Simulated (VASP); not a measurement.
Input of a VASP 6.6.1 run:

Contents of INCAR:

```
SYSTEM = Zr7O16
PREC = Accurate ; ENCUT = 520
EDIFF = 1E-7 ; ISMEAR = -1
SIGMA = 0.02 ; LREAL = .False.
LASPH = .True. ; NELM = 120
ALGO = Normal ; ISIF = 2
LWAVE = .False. ; LCHARG = .False.
GGA = PE ; IVDW = 12
IBRION = 2 ; NSW = 80
EDIFFG = -0.03 ; GGA_COMPAT = .False.
NELMIN = 4
```

The input KPOINTS:

```
Automatic mesh
0
Gamma
  3 3 3
  0 0 0
```

The input POSCAR:

```
Zr7O16
1.0
    0.0000000000      5.0650000000      5.0650000000
    5.0650000000      0.0000000000      5.0650000000
    5.0650000000      5.0650000000      0.0000000000
Zr O
7 16
Direct
    0.5000000000      0.0000000000      0.0000000000
    0.0000000000      0.0000000000      0.5000000000
    0.0000000000      0.5000000000      0.0000000000
    0.0000000000      0.5000000000      0.5000000000
    0.5000000000      0.0000000000      0.5000000000
    0.5000000000      0.5000000000      0.0000000000
    0.5000000000      0.5000000000      0.5000000000
    0.1250000000      0.1250000000      0.1250000000
    0.3750000000      0.3750000000      0.3750000000
    0.1250000000      0.1250000000      0.6250000000
    0.3750000000      0.3750000000      0.8750000000
    0.1250000000      0.6250000000      0.1250000000
    0.3750000000      0.8750000000      0.3750000000
    0.1250000000      0.6250000000      0.6250000000
    0.3750000000      0.8750000000      0.8750000000
    0.6250000000      0.1250000000      0.1250000000
    0.8750000000      0.3750000000      0.3750000000
    0.6250000000      0.1250000000      0.6250000000
    0.8750000000      0.3750000000      0.8750000000
    0.6250000000      0.6250000000      0.1250000000
    0.8750000000      0.8750000000      0.3750000000
    0.6250000000      0.6250000000      0.6250000000
    0.8750000000      0.8750000000      0.8750000000
```

Potentials or basis: VASP PAW PBE potentials, release 64 (Zr_sv, O).

The run is started by

```sh
$ cat potpaw_PBE.64/Zr_sv/POTCAR potpaw_PBE.64/O/POTCAR > POTCAR
$ mpirun -np 1 vasp_std > vasp.out
```

Problem. What does it give for the energy gained by relaxing?

Solution. 15.1 meV/atom.

Problem. Estimate the band gap on the k mesh.

Solution. Zero (bands 90 and 91 overlap by 0.40 eV).

Problem. Predict the dispersion energy per atom.

Solution. -0.236 eV.

Step by step:
```
step  energy change (eV)  largest force (eV/Å)  pressure (GPa)
   1              0.0000                0.8225            1.17
   2             -0.2172                0.4748            2.68
   3             -0.3417                0.1909            5.04
   4             -0.3418                0.1909            5.12
   5             -0.3461                0.1063            5.18
   6             -0.3480                0.0013            5.15
```
